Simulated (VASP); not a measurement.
AlNi: single point with revPBE

Crystal: AlNi.

```
Al Ni
1.0
     2.88100    0.00000    0.00000
     0.00000    2.88100    0.00000
     0.00000    0.00000    2.88100
Al Ni
1 1
Direct
  0.00000 0.00000 0.00000
  0.50000 0.50000 0.50000
```

```
Program                : VASP 6.6.1
Task                   : single point
Functional             : revPBE
Potentials or basis    : VASP PAW PBE potentials, release 64 (Al, Ni)
Cutoff                 : 520 eV
k mesh                 : 10 × 10 × 10
Occupations            : fermi-dirac, width 0.1 eV
Spin                   : collinear spin, ferromagnetic start
Starting moments       : [0.0, 1.0] μB
Dipole correction      : no
Further INCAR settings : ALGO = Normal; EDIFF = 1e-06; NBANDS = 18
```

* Pressure: 4.8 GPa
* Net moment: 0.00 μB per cell
* Valence electrons inside the program's atomic spheres: Al 0.80; Ni 9.46

Levels at points of the mesh, in eV from the Fermi level:
Spin up:
```tsv
k point	band 4	band 5	band 6	band 7	band 8	band 9
(0.00, 0.00, 0.00)	-1.55	-1.55	-1.55	5.51	5.51	5.51
(0.50, 0.00, 0.00)	-2.25	-2.25	-1.46	-0.66	8.22	10.01
(0.50, 0.50, 0.00)	-2.91	-2.08	-2.08	-1.02	1.48	2.47
(0.50, 0.50, 0.50)	-1.00	-1.00	1.98	1.98	1.98	3.76
```
Spin down:
| k point | band 2 | band 3 | band 4 | band 5 | band 6 | band 7 | band 8 | band 9 | band 10 | band 11 |
| --- | --- | --- | --- | --- | --- | --- | --- | --- | --- | --- |
| (0.00, 0.00, 0.00) | -3.24 | -3.24 | -1.55 | -1.55 | -1.55 | 5.51 | 5.51 | 5.51 | 8.07 | 8.07 |
| (0.50, 0.00, 0.00) | -6.79 | -2.76 | -2.25 | -2.25 | -1.46 | -0.65 | 8.22 | 10.01 | 10.01 | 10.91 |
| (0.50, 0.50, 0.00) | -3.38 | -2.91 | -2.91 | -2.08 | -2.08 | -1.02 | 1.48 | 2.47 | 12.33 | 15.10 |
| (0.50, 0.50, 0.50) | -4.11 | -4.11 | -0.99 | -0.99 | 1.98 | 1.98 | 1.98 | 3.76 | 4.43 | 4.43 |

Wall time 26 s on 1 thread of AMD EPYC 9R45 96-Core Processor (Zen 5), on a shared host, peak memory 0.14 GiB.

Caveat: the PAW data sets were made with another functional, which shifts forces and pressure a little.
